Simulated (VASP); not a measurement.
# LaAgS2 (R-3m) in VASP: further runs, part 2 of 2

VASP 6.6.1. Earlier steps stand in the parts before.

### 3 Single point, LDA

The input, INCAR:

```
SYSTEM = LaAgS2
PREC = Accurate
ENCUT = 520
EDIFF = 1E-6
ISMEAR = 0
SIGMA = 0.01
LREAL = .FALSE.
LASPH = .TRUE.
NELM = 60
ALGO = Normal
ISIF = 2
LWAVE = .FALSE.
LCHARG = .TRUE.
LELF = .TRUE.
LVHAR = .TRUE.
NBANDS = 25
```

The input, KPOINTS:

```
regular mesh
0
G
  8 8 8
  0 0 0
```

The input, POSCAR:

```
LaAgS2
1.0
    2.1300357287      1.2297767013      5.9292429232
   -2.1300357287      1.2297767013      5.9292429232
    0.0000000000     -2.4595534027      5.9292429232
Ag La S
1 1 2
Direct
    1.0000000000      0.0000000000      0.0000000000
    0.5000000000      0.5000000000      0.5000000000
    0.2517964127      0.2517964127      0.2517964127
    0.7482035873      0.7482035873      0.7482035873
```

Potentials or basis: VASP PAW LDA potentials, release 64 (Ag, La, S).

The run is started by

```console
$ cat potpaw_LDA.64/Ag/POTCAR potpaw_LDA.64/La/POTCAR potpaw_LDA.64/S/POTCAR > POTCAR
$ mpirun -np 1 vasp_std > vasp.out
```

Wall time 2.5 min (1 thread of Intel Xeon 6975P-C (Granite Rapids), shared host); peak memory 0.38 GiB.

The run converged. Its results:

- Free energy: -23.9290 eV
- Pressure: -5.6 GPa
- Largest force: 0.011 eV/Å
- Band gap on the k mesh: 2.13 eV, direct

Forces in eV/Å, atoms in the order of the input:
```
Ag   0.000  0.000  0.000
La   0.000  0.000  0.000
S    0.000  0.000  0.011
S    0.000  0.000 -0.011
```

Stress tensor (GPa, compression positive):
```
-5.64  0.00  0.00
 0.00 -5.64  0.00
 0.00  0.00 -5.46
```

Levels at points of the mesh, in eV from the valence-band top:
| k point | band 15 | band 16 | band 17 | band 18 | band 19 | band 20 |
| --- | --- | --- | --- | --- | --- | --- |
| (0.00, 0.00, 0.00) | -1.08 | -1.08 | -0.58 | 2.15 | 2.73 | 3.01 |
| (0.50, 0.00, 0.00) | -2.28 | -0.28 | -0.15 | 2.50 | 2.73 | 2.89 |
| (0.50, 0.50, 0.00) | -1.17 | -0.94 | -0.50 | 2.21 | 2.74 | 2.85 |
| (0.50, 0.50, 0.50) | -2.21 | -0.13 | -0.13 | 2.58 | 2.76 | 2.76 |

Caveat: spin-orbit coupling is left out, which moves the levels of the heavy elements. A hybrid or GW would open this gap; LDA tends to underestimate it.

### 4 Relaxation of cell and atoms, PBEsol

This run uses another cell than the first one, of 23.39 Å³/atom, 1.004 times its volume.

The input, INCAR:

```
SYSTEM = LaAgS2
  ALGO = Normal
  EDIFF = 1E-6
  EDIFFG = -0.005
  ENCUT = 600
  GGA = PS
  IBRION = 2
  ISIF = 3
  ISMEAR = -1
  LASPH = .True.
  LCHARG = .False.
  LREAL = .False.
  LWAVE = .False.
  NELM = 100
  NSW = 80
  PREC = Accurate
  SIGMA = 0.02
```

The input, KPOINTS:

```
k-points
0
Gamma
  6 6 6
  0 0 0
```

The input, POSCAR:

```
LaAgS2
1.0
    2.1355079190      1.2329360719      5.9211700121
   -2.1355079190      1.2329360719      5.9211700121
    0.0000000000     -2.4658721438      5.9211700121
Ag La S
1 1 2
Direct
    1.0000000000      0.0000000000      0.0000000000
    0.5000000000      0.5000000000      0.5000000000
    0.2514066203      0.2514066203      0.2514066203
    0.7485933797      0.7485933797      0.7485933797
```

Potentials or basis: VASP PAW PBE potentials, release 64 (Ag, La, S).

The run is started by

```console
$ cat potpaw_PBE.64/Ag/POTCAR potpaw_PBE.64/La/POTCAR potpaw_PBE.64/S/POTCAR > POTCAR
$ mpirun -np 1 vasp_std > vasp.out
```

It took 15 min on 1 thread of Intel Xeon 6975P-C (Granite Rapids), shared host; peak memory 0.49 GiB.

The run converged. Its results:

| Item | Value |
| --- | --- |
| Free energy | -22.7733 eV |
| Relaxed volume | 21.89 Å³/atom |
| Relaxed cell | a = 6.166 Å, b = 6.166 Å, c = 6.166 Å, α = 40.08°, β = 40.08°, γ = 40.08° |
| Space group after relaxing (to 0.05 Å) | R-3m (No. 166) |
| Energy gained by relaxing | 18.3 meV/atom |
| Ionic steps | 10 |
| Pressure after relaxing | 0.0 GPa |
| Largest force after relaxing | 0.004 eV/Å |
| Band gap on the k mesh | 2.17 eV, direct |

Forces on the atoms (eV/Å):
```
Ag   0.000  0.000  0.000
La   0.000  0.000  0.000
S    0.000  0.000  0.004
S    0.000  0.000 -0.004
```

The path:
| step | energy change (eV) | largest force (eV/Å) | pressure (GPa) | volume (Å³) |
| --- | --- | --- | --- | --- |
| 1 | 0.0000 | 0.0320 | -3.66 | 93.54 |
| 2 | -0.0429 | 0.3362 | 2.14 | 86.49 |
| 3 | -0.0575 | 0.2324 | 0.00 | 88.75 |
| 4 | -0.0642 | 0.1675 | 0.01 | 88.44 |
| 5 | -0.0727 | 0.0268 | 0.11 | 87.49 |
| 6 | -0.0730 | 0.0259 | -0.17 | 87.76 |
| 7 | -0.0730 | 0.0249 | -0.16 | 87.74 |
| 8 | -0.0732 | 0.0057 | -0.04 | 87.62 |
| 9 | -0.0733 | 0.0062 | 0.00 | 87.56 |
| 10 | -0.0733 | 0.0044 | -0.01 | 87.56 |

Final structure:
```cif
data_structure
_symmetry_space_group_name_H-M 'P 1'
_symmetry_Int_Tables_number 1
_cell_length_a 6.1657
_cell_length_b 6.1657
_cell_length_c 6.1657
_cell_angle_alpha 40.079
_cell_angle_beta 40.079
_cell_angle_gamma 40.079
_cell_volume 87.56
loop_
_atom_site_label
_atom_site_type_symbol
_atom_site_fract_x
_atom_site_fract_y
_atom_site_fract_z
_atom_site_occupancy
Ag1 Ag 0.00000 0.00000 0.00000 1
La1 La 0.50000 0.50000 0.50000 1
S1 S 0.25362 0.25362 0.25362 1
S2 S 0.74638 0.74638 0.74638 1
```

Levels at points of the mesh, in eV from the valence-band top:
| k point | band 14 | band 15 | band 16 | band 17 | band 18 | band 19 | band 20 | band 21 |
| --- | --- | --- | --- | --- | --- | --- | --- | --- |
| (0.00, 0.00, 0.00) | -1.33 | -1.17 | -1.17 | -0.51 | 2.47 | 2.96 | 3.08 | 3.08 |
| (0.50, 0.00, 0.00) | -2.79 | -2.43 | -0.22 | -0.04 | 2.65 | 3.03 | 3.26 | 3.35 |
| (0.50, 0.50, 0.00) | -1.96 | -1.14 | -0.90 | -0.42 | 2.24 | 3.03 | 3.19 | 3.32 |
| (0.50, 0.50, 0.50) | -2.28 | -2.25 | -0.03 | -0.03 | 2.49 | 2.70 | 2.70 | 3.14 |

Caveat: the PAW data sets were made with another functional, which shifts forces and pressure a little; spin-orbit coupling is left out, which moves the levels of the heavy elements.

### 5 Relaxation of cell and atoms, LDA

This run uses another cell than the first one, of 23.39 Å³/atom, 1.004 times its volume.

The input, INCAR:

```
  PREC = Accurate
  ENCUT = 600
  EDIFF = 1E-6
  ISMEAR = -1
  SIGMA = 0.02
  LREAL = F
  LASPH = T
  NELM = 100
  ALGO = Normal
  ISIF = 3
  LWAVE = F
  LCHARG = F
  GGA = CA
  IBRION = 2
  NSW = 80
  EDIFFG = -0.005
```

The input, KPOINTS:

```
Automatic mesh
0
Gamma
  6 6 6
```

POSCAR is that of step 4.

Potentials or basis: VASP PAW LDA potentials, release 64 (Ag, La, S).

The run is started by

```console
$ cat potpaw_LDA.64/Ag/POTCAR potpaw_LDA.64/La/POTCAR potpaw_LDA.64/S/POTCAR > POTCAR
$ mpirun -np 1 vasp_std > vasp.out
```

Wall time 25 min (1 thread of Intel Xeon 6975P-C (Granite Rapids), shared host); peak memory 0.43 GiB.

It converged, with:

| Property | Result |
| --- | --- |
| Free energy | -24.0876 eV |
| Relaxed volume | 21.19 Å³/atom |
| Relaxed cell | a = 6.061 Å, b = 6.061 Å, c = 6.061 Å, α = 40.51°, β = 40.51°, γ = 40.51° |
| Space group after relaxing (to 0.05 Å) | R-3m (No. 166) |
| Energy gained by relaxing | 43.0 meV/atom |
| Ionic steps | 21 |
| Pressure after relaxing | 0.0 GPa |
| Largest force after relaxing | 0.003 eV/Å |
| Band gap on the k mesh | 2.07 eV, direct |

Forces in eV/Å, atoms in the order of the input:
```
Ag   0.000  0.000  0.000
La   0.000  0.000  0.000
S    0.000  0.000 -0.003
S    0.000  0.000  0.003
```

Step by step:
```csv
step,energy change (eV),largest force (eV/Å),pressure (GPa),volume (Å³)
1,0.0000,0.0410,-5.75,93.54
2,-0.0945,0.5400,4.09,82.63
3,-0.1397,0.3552,0.00,86.32
4,-0.1544,0.2474,0.00,85.88
5,-0.1703,0.0770,0.27,84.51
6,-0.1706,0.0387,0.21,84.67
7,-0.1713,0.0406,-0.34,85.14
8,-0.1713,0.0405,-0.20,85.04
9,-0.1719,0.0038,-0.04,84.84
10,-0.1720,0.0056,0.00,84.79
11,-0.1720,0.0240,0.10,84.69
12,-0.1720,0.0107,0.00,84.76
13,-0.1720,0.0122,0.00,84.76
14,-0.1720,0.0181,0.05,84.72
15,-0.1720,0.0148,0.03,84.74
16,-0.1720,0.0131,0.03,84.75
17,-0.1720,0.0031,-0.08,84.83
18,-0.1720,0.0069,-0.06,84.80
19,-0.1720,0.0087,-0.04,84.79
20,-0.1720,0.0019,-0.02,84.76
21,-0.1720,0.0032,0.00,84.74
```

Final structure:
```cif
data_structure
_symmetry_space_group_name_H-M 'P 1'
_symmetry_Int_Tables_number 1
_cell_length_a 6.0612
_cell_length_b 6.0612
_cell_length_c 6.0612
_cell_angle_alpha 40.509
_cell_angle_beta 40.509
_cell_angle_gamma 40.509
_cell_volume 84.74
loop_
_atom_site_label
_atom_site_type_symbol
_atom_site_fract_x
_atom_site_fract_y
_atom_site_fract_z
_atom_site_occupancy
Ag1 Ag 0.00000 0.00000 0.00000 1
La1 La 0.50000 0.50000 0.50000 1
S1 S 0.25459 0.25459 0.25459 1
S2 S 0.74541 0.74541 0.74541 1
```

Levels at points of the mesh, in eV from the valence-band top:
| k point | band 13 | band 14 | band 15 | band 16 | band 17 | band 18 | band 19 | band 20 | band 21 |
| --- | --- | --- | --- | --- | --- | --- | --- | --- | --- |
| (0.00, 0.00, 0.00) | -1.38 | -1.38 | -1.25 | -1.25 | -0.52 | 2.52 | 2.81 | 3.05 | 3.05 |
| (0.50, 0.00, 0.00) | -2.99 | -2.99 | -2.61 | -0.21 | -0.01 | 2.65 | 2.88 | 3.08 | 3.19 |
| (0.50, 0.50, 0.00) | -2.78 | -2.09 | -1.17 | -0.92 | -0.42 | 2.18 | 2.87 | 3.01 | 3.14 |
| (0.50, 0.50, 0.50) | -2.71 | -2.40 | -2.27 | -0.04 | -0.04 | 2.34 | 2.61 | 2.61 | 2.98 |

Caveat: spin-orbit coupling is left out, which moves the levels of the heavy elements. As with any semilocal functional, this LDA gap is likely too small.

### 6 Summary

```csv
task,level,potentials or basis,cell,k mesh,cutoff (eV),smearing,gap on the mesh (eV),pressure (GPa),relaxed volume (Å³/atom),largest force (eV/Å)
single point,PBE,"VASP PAW PBE potentials, release 64 (Ag, La, S)","a = 6.419 Å, angles 38.8°, 4 atoms",8 × 8 × 8,520,fermi-dirac 0.02 eV,2.26,0.1,-,0.04
single point,LDA,"VASP PAW LDA potentials, release 64 (Ag, La, S)","a = 6.419 Å, angles 38.8°, 4 atoms",8 × 8 × 8,520,gaussian 0.01 eV,2.13,-5.6,-,0.01
relaxation of cell and atoms,PBEsol,"VASP PAW PBE potentials, release 64 (Ag, La, S)","relaxed from a = 6.414 Å, angles 38.9°, 4 atoms",6 × 6 × 6,600,fermi-dirac 0.02 eV,2.17,0.0,21.89,-
relaxation of cell and atoms,LDA,"VASP PAW LDA potentials, release 64 (Ag, La, S)","relaxed from a = 6.414 Å, angles 38.9°, 4 atoms",6 × 6 × 6,600,fermi-dirac 0.02 eV,2.07,0.0,21.19,-
```

Alike in all rows: no spin polarisation.

Caveats: spin-orbit coupling is left out, which moves the levels of the heavy elements; the PAW data sets were made with another functional, which shifts forces and pressure a little (some runs).

Absolute energies hang on the potentials; compare differences alone.
